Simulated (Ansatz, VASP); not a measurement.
**MgTl in VASP and in Ansatz**

File INCAR:

```
  PREC = Accurate
  ENCUT = 520
  EDIFF = 1E-8
  ISMEAR = -1
  SIGMA = 0.05
  LREAL = False
  LASPH = True
  NELM = 100
  ALGO = Normal
  ISIF = 2
  LWAVE = False
  LCHARG = False
  GGA = CA
  LEFG = True
  NBANDS = 14
```

The input KPOINTS:

```
Automatic mesh
0
Gamma
  9 9 9
```

POSCAR

```
MgTl
1.0
    3.5858723561      0.0000000000      0.0000000000
    0.0000000000      3.5858723561      0.0000000000
    0.0000000000      0.0000000000      3.5858723561
Mg Tl
1 1
Direct
    0.0000000000      0.0000000000      0.0000000000
    0.5000000000      0.5000000000      0.5000000000
```

Input for Ansatz:

```yaml
crystal:
  lattice:
    - [3.5858723561, 0.0, 0.0]
    - [0.0, 3.5858723561, 0.0]
    - [0.0, 0.0, 3.5858723561]
  atoms:
    - { symbol: Mg, position: [0.0, 0.0, 0.0] }
    - { symbol: Tl, position: [0.5, 0.5, 0.5] }
kpoints:
  mp_grid: { grid: [9, 9, 9] }
scf:
  occupations: { method: fermi_dirac, width: 0.05 }
hamiltonian:
  xc: lda
  pseudopotentials: { kind: all_electron, datasets: crystal }
output:
  forces: true
  stress: true
  eigenvalues: true
  efg: { contact_densities: true }
```

Change from the starting cell: volume scaled by 0.96, crystal datasets.

Alike in both runs: task electric field gradients; functional LDA; k mesh 9 × 9 × 9; occupations fermi-dirac, width 0.05 eV; no spin polarisation.

|  | VASP | Ansatz |
| --- | --- | --- |
| version | VASP 6.6.1 | Ansatz 0.2.0 |
| potentials or method | VASP PAW LDA potentials, release 64 (Mg, Tl_d), cutoff 520 eV | all-electron PAW with datasets made for the crystal, scalar-relativistic |

|  | VASP | Ansatz | Ansatz less VASP |
| --- | --- | --- | --- |
| pressure (GPa) | -1.1 | -0.9 | +0.28 |

LDA's correlation is that of Perdew and Zunger in VASP and of Perdew and Wang (1992) in Ansatz. Ansatz ran all-electron here, and VASP with PAW potentials.

Spin-orbit coupling is off throughout.
